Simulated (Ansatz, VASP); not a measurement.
**Two plane-wave programs on IrO**

```
Ir O
1.0
     3.19470    0.00000    0.00000
    -1.59735    2.76669    0.00000
     0.00000    0.00000    5.41370
Ir O
2 2
Cartesian
  0.0000 0.0000 0.0000
  0.0000 0.0000 2.7069
  0.0000 1.8445 1.3534
  1.5974 0.9222 4.0603
```

Alike in both runs: functional PBE; k mesh 6 × 6 × 4; occupations gaussian, width 0.1 eV; no spin polarisation.

Ansatz relaxed the structure, and its values are those at the end. VASP's run is a single point on that final structure, the one shown.

|  | VASP | Ansatz |
| --- | --- | --- |
| version | VASP 6.6.1 | Ansatz 0.2.0 |
| potentials or method | VASP PAW PBE potentials, release 64 (Ir, O), cutoff 520 eV | scalar-relativistic, plane waves, PAW |
| valence electrons in the cell | 30 | 46 |

Ansatz gave:

- gap on the k mesh at the Fermi level (eV): none
- pressure (GPa): -0.1

What did VASP give for the same quantities?

gap on the k mesh at the Fermi level (eV): none; pressure (GPa): 0.3.

A gap of «none» marks a metal or a gap that the smearing closes. VASP's potentials hold 30 valence electrons a cell and Ansatz's 46, so a difference there can come from the potentials and not from the codes.

The k mesh is coarse, so the values compare programs but aren't converged. Neither program's run includes spin-orbit coupling.
